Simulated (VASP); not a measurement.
# C (P6_3/mmc) in VASP: further runs

C is run at these levels: PBE+D3(BJ); tasks: single point.

Everything below comes from runs of VASP 6.6.1. Logs are shortened: lines on timing, memory, paths and dates and some standing lists are left out, and cuts for length are marked.

**1. The cell of the first run**

The structure is hexagonal, space group P6_3/mmc (No. 194). Conventional cell: a = 2.456 Å, b = 2.456 Å, c = 29.492 Å, α = 90.00°, β = 90.00°, γ = 120.00°. Within 1.9 Å of C (site symmetry 3m) lie 3 C at 1.42 Å. Within 1.9 Å of C (site symmetry 3m) lie 3 C at 1.42 Å. C (site symmetry -6m2) has 3 C at 1.42 Å within 1.9 Å. C (site symmetry -6m2) has 3 C at 1.42 Å within 1.9 Å.

**2. Single point, PBE+D3(BJ)**

INCAR

```
  PREC = Accurate
  ENCUT = 600
  EDIFF = 1E-6
  ISMEAR = 0
  SIGMA = 0.1
  LREAL = False
  LASPH = True
  NELM = 120
  ALGO = Normal
  ISIF = 2
  LWAVE = False
  LCHARG = False
  GGA = PE
  IVDW = 12
  NBANDS = 36
  GGA_COMPAT = False
```

KPOINTS

```
regular mesh
0
Gamma
  9 9 1
```

POSCAR

```
C
1.0
    2.4562499600      0.0000000000      0.0000000000
   -1.2281249800      2.1271748600      0.0000000000
    0.0000000000      0.0000000000     29.4918787000
C
12
Direct
    0.6666666700      0.3333333300      0.6327907400
    0.6666666700      0.3333333300      0.1327908500
    0.6666666700      0.3333333300      0.3672091500
    0.6666666700      0.3333333300      0.8672092600
    0.0000000000      0.0000000000      0.2500000000
    0.3333333300      0.6666666700      0.8672091600
    0.0000000000      0.0000000000      0.7500000000
    0.6666666700      0.3333333300      0.2500000000
    0.3333333300      0.6666666700      0.3672092600
    0.3333333300      0.6666666700      0.7500000000
    0.3333333300      0.6666666700      0.1327907300
    0.3333333300      0.6666666700      0.6327908500
```

Potentials or basis: VASP PAW PBE potentials, release 64 (C).

Started as:

```
cat potpaw_PBE.64/C/POTCAR > POTCAR
mpirun -np 1 vasp_std > vasp.out
```

OUTCAR:

```text
PREC = Accurate
   ENCUT = 600
   EDIFF = 1E-6
   ISMEAR = 0
   LREAL = False
   LASPH = True
   NELM = 120
   ISIF = 2
   GGA = PE
   IVDW = 12
 IVDW          = 12

 ion  position               nearest neighbor table
   1  0.667  0.333  0.633-  12 1.42  12 1.42  12 1.42
   2  0.667  0.333  0.133-  11 1.42  11 1.42  11 1.42
   3  0.667  0.333  0.367-   9 1.42   9 1.42   9 1.42
   4  0.667  0.333  0.867-   6 1.42   6 1.42   6 1.42
   5  0.000  0.000  0.250-   8 1.42   8 1.42   8 1.42
   6  0.333  0.667  0.867-   4 1.42   4 1.42   4 1.42
   7  0.000  0.000  0.750-  10 1.42  10 1.42  10 1.42
   8  0.667  0.333  0.250-   5 1.42   5 1.42   5 1.42
   9  0.333  0.667  0.367-   3 1.42   3 1.42   3 1.42
  10  0.333  0.667  0.750-   7 1.42   7 1.42   7 1.42
  11  0.333  0.667  0.133-   2 1.42   2 1.42   2 1.42
  12  0.333  0.667  0.633-   1 1.42   1 1.42   1 1.42

  LATTYP: Found a hexagonal cell.
 ALAT       =     2.4562499600
 C/A-ratio  =    12.0068719309

  Lattice vectors:

 A1 = (   2.4562499600,   0.0000000000,   0.0000000000)
 A2 = (  -1.2281249800,   2.1271748600,   0.0000000000)
 A3 = (   0.0000000000,   0.0000000000,  29.4918787000)

Analysis of symmetry for initial positions (statically):
=====================================================================
 Subroutine PRICEL returns:
 Original cell was already a primitive cell.

 Routine SETGRP: Setting up the symmetry group for a
 hexagonal supercell.

 Subroutine GETGRP returns: Found 24 space group operations
 (whereof 12 operations were pure point group operations)
 out of a pool of 24 trial point group operations.

The static configuration has the point symmetry D_3d.
 The point group associated with its full space group is D_6h.

Analysis of symmetry for dynamics (positions and initial velocities):
=====================================================================
 Subroutine PRICEL returns:
 Original cell was already a primitive cell.

 Routine SETGRP: Setting up the symmetry group for a
 hexagonal supercell.

 Subroutine GETGRP returns: Found 24 space group operations
 (whereof 12 operations were pure point group operations)
 out of a pool of 24 trial point group operations.

The dynamic configuration has the point symmetry D_3d.
 The point group associated with its full space group is D_6h.

 Subroutine INISYM returns: Found 24 space group operations
 (whereof 12 operations are pure point group operations),
 and found     1 'primitive' translations

----------------------------------------------------------------------------------------

                                     Primitive cell

  volume of cell :     154.0913

  direct lattice vectors                    reciprocal lattice vectors
     2.456249960  0.000000000  0.000000000     0.407124689  0.235053549  0.000000000
    -1.228124980  2.127174860  0.000000000     0.000000000  0.470107098  0.000000000
     0.000000000  0.000000000 29.491878700     0.000000000  0.000000000  0.033907640

  length of vectors
     2.456249960  2.456249957 29.491878700     0.470107097  0.470107098  0.033907640

  position of ions in fractional coordinates (direct lattice)
     0.666666670  0.333333330  0.632790740
     0.666666670  0.333333330  0.132790850
     0.666666670  0.333333330  0.367209150
     0.666666670  0.333333330  0.867209260
     0.000000000  0.000000000  0.250000000
     0.333333330  0.666666670  0.867209160
     0.000000000  0.000000000  0.750000000
     0.666666670  0.333333330  0.250000000
     0.333333330  0.666666670  0.367209260
     0.333333330  0.666666670  0.750000000
     0.333333330  0.666666670  0.132790730
     0.333333330  0.666666670  0.632790850

  ion indices of the primitive-cell ions
   primitive index   ion index
                 1           1
                 2           2
                 3           3
                 4           4
                 5           5
                 6           6
                 7           7
                 8           8
                 9           9
                10          10
                11          11
                12          12

----------------------------------------------------------------------------------------

 KPOINTS: regular mesh

Automatic generation of k-mesh.
 Grid dimensions read from file:
 generate k-points for:    9    9    1

 Generating k-lattice:

  Cartesian coordinates                     Fractional coordinates (reciprocal lattice)
     0.045236077  0.026117061  0.000000000     0.111111111  0.000000000  0.000000000
     0.000000000  0.052234122  0.000000000     0.000000000  0.111111111  0.000000000
     0.000000000  0.000000000  0.033907640     0.000000000  0.000000000  1.000000000

  Length of vectors
     0.052234122  0.052234122  0.033907640

  Shift w.r.t. Gamma in fractional coordinates (k-lattice)
     0.000000000  0.000000000  0.000000000

 Subroutine IBZKPT returns following result:
 ===========================================

 Found     12 irreducible k-points:

 Following reciprocal coordinates:
            Coordinates               Weight
  0.000000  0.000000  0.000000      1.000000
  0.111111 -0.000000  0.000000      6.000000
  0.222222  0.000000  0.000000      6.000000
  0.333333  0.000000  0.000000      6.000000
  0.444444  0.000000  0.000000      6.000000
  0.111111  0.111111  0.000000      6.000000
  0.222222  0.111111  0.000000     12.000000
  0.333333  0.111111  0.000000     12.000000
  0.444444  0.111111  0.000000      6.000000
  0.222222  0.222222  0.000000      6.000000
  0.333333  0.222222  0.000000     12.000000
  0.333333  0.333333  0.000000      2.000000
   k-points           NKPTS =     12   k-points in BZ     NKDIM =     12   number of bands    NBANDS=     36
   number of dos      NEDOS =    301   number of ions     NIONS =     12
   total plane-waves  NPLWV =  96000
   dimension x,y,z NGX =    20 NGY =   20 NGZ =  240
   dimension x,y,z NGXF=    40 NGYF=   40 NGZF=  480
   ions per type =              12
   NGX,Y,Z   is equivalent  to a cutoff of  13.54, 13.54, 13.53 a.u.
   NGXF,Y,Z  is equivalent  to a cutoff of  27.07, 27.07, 27.06 a.u.
 SYSTEM =  unknown system
   PREC   = accura    normal or accurate (medium, high low for compatibility)
   ISTART =      0    job   : 0-new  1-cont  2-samecut
   ICHARG =      2    charge: 1-file 2-atom 10-const
   ISPIN  =      1    spin polarized calculation?
   LNONCOLLINEAR =      F non collinear calculations
   LSORBIT =      F    spin-orbit coupling
   LASPH  =      T    aspherical Exc in radial PAW
   ENCUT  =  600.0 eV  44.10 Ry    6.64 a.u.   4.91  4.91 58.90*2*pi/ulx,y,z
   NELM   =    120;   NELMIN=  2; NELMDL= -5     # of ELM steps
   EDIFF  = 0.1E-05   stopping-criterion for ELM
   LREAL  =      F    real-space projection
   EDIFFG = 0.1E-04   stopping-criterion for IOM
   NSW    =      0    number of steps for IOM
   IBRION =     -1    ionic relax: 0-MD 1-quasi-New 2-CG
   NFREE  =      0    steps in history (QN), initial steepest desc. (CG)
   ISIF   =      2    stress and relaxation
   ISYM   =      2    0-nonsym 1-usesym 2-fastsym
   POTIM  = 0.5000    time-step for ionic-motion
   TEBEG  =    0.0;   TEEND  =   0.0 temperature during run
   PSTRESS=    0.0 pullay stress
   NELECT =      48.0000    total number of electrons
   NUPDOWN=      -1.0000    fix difference up-down
   EMIN   =  10.00;   EMAX   =-10.00  energy-range for DOS
   EFERMI =   0.00;   METHOD = LEGACY
   ISMEAR =     0;   SIGMA  =   0.10  broadening in eV -4-tet -1-fermi 0-gaus
   EFERMI_NEDOS =   21; number of points for ismear=-14 and -15
   IALGO  =     38    algorithm
   IMIX   =      4    mixing-type and parameters
     AMIX     =   0.40;   BMIX     =  1.00
     AMIX_MAG =   1.60;   BMIX_MAG =  1.00
  volume/ion in A,a.u.               =      12.84        86.65
  Fermi-wavevector in a.u.,A,eV,Ry     =   1.109760  2.097143 16.756498  1.231568
  Thomas-Fermi vector in A             =   2.246304
   LORBIT       =      0    0 simple, 1 ext, 2 COOP (PROOUT), +10 PAW based schemes
   GGA     = PE    functional components
   LHFCALC =     F    Hartree Fock is set to
   AEXX    =    0.0000 exact exchange contribution
   IVDW    =    12    specifies the selected vdW correction
   LEPSILON=     F    determine dielectric tensor
   LRPA    =     F    only Hartree local field effects (RPA)
 non-spin polarized calculation
 Gauss-broadening in eV      SIGMA  =   0.10
  energy-cutoff  :      600.00
  volume of cell :      154.09
 maximum number of plane-waves:      5229
 NGX is ok and might be reduce to    20
   NGX =  9   NGY =  9   NGZ =117

 number of electron      47.9999998 magnetization

 Free energy of the ion-electron system (eV)
  ---------------------------------------------------
  ext. energy  EPLUGINS =         0.00000000
  ---------------------------------------------------
  free energy    TOTEN  =      -110.58184650 eV

  energy without entropy =     -110.57072385  energy(sigma->0) =     -110.57628517

 E-fermi :   1.9011     XC(G=0):  -7.6235

 val. band max:        1.8982775871   @ k =   0.3333   0.3333   0.0000
 cond. band min:       1.9012633833   @ k =   0.3333   0.3333   0.0000
 fundamental gap:      0.0029857963
 Fermi energy:         1.9010557883

 k-point     1 :       0.0000    0.0000    0.0000
  band No.  band energies     occupation
      1     -17.7821      2.00000
      2     -17.7821      2.00000
      3     -17.7045      2.00000
      4     -17.7045      2.00000
      5     -17.6150      2.00000
      6     -17.6150      2.00000
[... 28 lines left out ...]
     35      10.3112      0.00000
     36      10.3163      0.00000

 k-point     2 :       0.1111   -0.0000    0.0000
  band No.  band energies     occupation
      1     -17.4870      2.00000
      2     -17.4870      2.00000
      3     -17.4109      2.00000
      4     -17.4109      2.00000
      5     -17.3229      2.00000
      6     -17.3229      2.00000
[... 28 lines left out ...]
     35      10.4269      0.00000
     36      10.4280      0.00000

 k-point     3 :       0.2222    0.0000    0.0000
  band No.  band energies     occupation
      1     -16.6076      2.00000
      2     -16.6076      2.00000
      3     -16.5361      2.00000
      4     -16.5361      2.00000
      5     -16.4527      2.00000
      6     -16.4527      2.00000
[... 28 lines left out ...]
     35      10.0552      0.00000
     36      10.1221      0.00000

 k-point     4 :       0.3333    0.0000    0.0000
  band No.  band energies     occupation
      1     -15.1650      2.00000
      2     -15.1650      2.00000
      3     -15.1009      2.00000
      4     -15.1008      2.00000
      5     -15.0249      2.00000
      6     -15.0248      2.00000
[... 28 lines left out ...]
     35       9.6186      0.00000
     36       9.6444      0.00000

 k-point     5 :       0.4444    0.0000    0.0000
  band No.  band energies     occupation
      1     -13.2332      2.00000
      2     -13.2332      2.00000
      3     -13.1807      2.00000
      4     -13.1807      2.00000
      5     -13.1166      2.00000
      6     -13.1166      2.00000
[... 187 lines left out ...]
 k-point    10 :       0.2222    0.2222    0.0000
  band No.  band energies     occupation
      1     -14.3207      2.00000
      2     -14.3206      2.00000
      3     -14.2610      2.00000
      4     -14.2609      2.00000
      5     -14.1894      2.00000
      6     -14.1894      2.00000
[... 28 lines left out ...]
     35      11.2087      0.00000
     36      11.9167      0.00000

 k-point    11 :       0.3333    0.2222    0.0000
  band No.  band energies     occupation
      1     -12.4444      2.00000
      2     -12.4443      2.00000
      3     -12.3963      2.00000
      4     -12.3963      2.00000
      5     -12.3367      2.00000
      6     -12.3366      2.00000
[... 28 lines left out ...]
     35      12.7585      0.00000
     36      12.9492      0.00000

 k-point    12 :       0.3333    0.3333    0.0000
  band No.  band energies     occupation
      1     -10.7687      2.00000
      2     -10.7687      2.00000
      3     -10.7224      2.00000
      4     -10.7224      2.00000
      5     -10.7210      2.00000
      6     -10.7210      2.00000
[... 28 lines left out ...]
     35      12.6978      0.00000
     36      12.7435      0.00000

------------------------ aborting loop because EDIFF is reached ----------------------------------------

 Edisp (eV)   -1.55519

 E8    (eV) :    -0.4514

  FORCE on cell =-STRESS in cart. coord.  units (eV):
  Direction    XX          YY          ZZ          XY          YZ          ZX
  --------------------------------------------------------------------------------------
  -------------------------------------------------------------------------------------
  Total       3.43187     3.43187    -0.65030     0.00000    -0.00000     0.00000
  in kB      35.68320    35.68320    -6.76158     0.00000    -0.00000     0.00000
  external pressure =       21.53 kB  Pullay stress =        0.00 kB

 VOLUME and BASIS-vectors are now :
 -----------------------------------------------------------------------------
  energy-cutoff  :      600.00
  volume of cell :      154.09
      direct lattice vectors                 reciprocal lattice vectors
     2.456249960  0.000000000  0.000000000     0.407124689  0.235053549  0.000000000
    -1.228124980  2.127174860  0.000000000     0.000000000  0.470107098  0.000000000
     0.000000000  0.000000000 29.491878700     0.000000000  0.000000000  0.033907640

 POSITION                                       TOTAL-FORCE (eV/Angst)
 -----------------------------------------------------------------------------------
      1.22812      0.70906     18.66219         0.000000      0.000000     -0.000015
      1.22812      0.70906      3.91625         0.000000     -0.000000      0.022882
      1.22812      0.70906     10.82969         0.000000     -0.000000     -0.022882
      1.22812      0.70906     25.57563         0.000000      0.000000      0.000015
      0.00000      0.00000      7.37297         0.000000     -0.000000     -0.000000
     -0.00000      1.41812     25.57563        -0.000000      0.000000     -0.022882
      0.00000      0.00000     22.11891        -0.000000      0.000000     -0.000000
      1.22812      0.70906      7.37297        -0.000000      0.000000     -0.000000
     -0.00000      1.41812     10.82969        -0.000000      0.000000      0.000015
     -0.00000      1.41812     22.11891         0.000000      0.000000     -0.000000
     -0.00000      1.41812      3.91625        -0.000000      0.000000     -0.000015
     -0.00000      1.41812     18.66219        -0.000000      0.000000      0.022882
 -----------------------------------------------------------------------------------
    total drift:                               -0.000000     -0.000000      0.000000

  FREE ENERGIE OF THE ION-ELECTRON SYSTEM (eV)
  ---------------------------------------------------
  free  energy   TOTEN  =      -112.1370375029 eV

  energy  without entropy=     -112.1259148593  energy(sigma->0) =     -112.13147618
```

Run time: 3.3 min. Hardware: 1 thread of Intel Xeon 8259CL, shared host; peak memory 0.31 GiB.

What came out:

```
Free energy                : -112.1370 eV
Pressure                   : 2.2 GPa
Largest force              : 0.023 eV/Å
Dispersion energy per atom : -0.130 eV
```

Forces on the atoms (eV/Å):
```
C    0.000  0.000  0.000
C    0.000  0.000  0.023
C    0.000  0.000 -0.023
C    0.000  0.000  0.000
C    0.000  0.000  0.000
C    0.000  0.000 -0.023
C    0.000  0.000  0.000
C    0.000  0.000  0.000
C    0.000  0.000  0.000
C    0.000  0.000  0.000
C    0.000  0.000  0.000
C    0.000  0.000  0.023
```

Stress tensor (GPa, compression positive):
```
 3.57  0.00  0.00
 0.00  3.57  0.00
 0.00  0.00 -0.68
```

(Continued in part 2 of 2.)
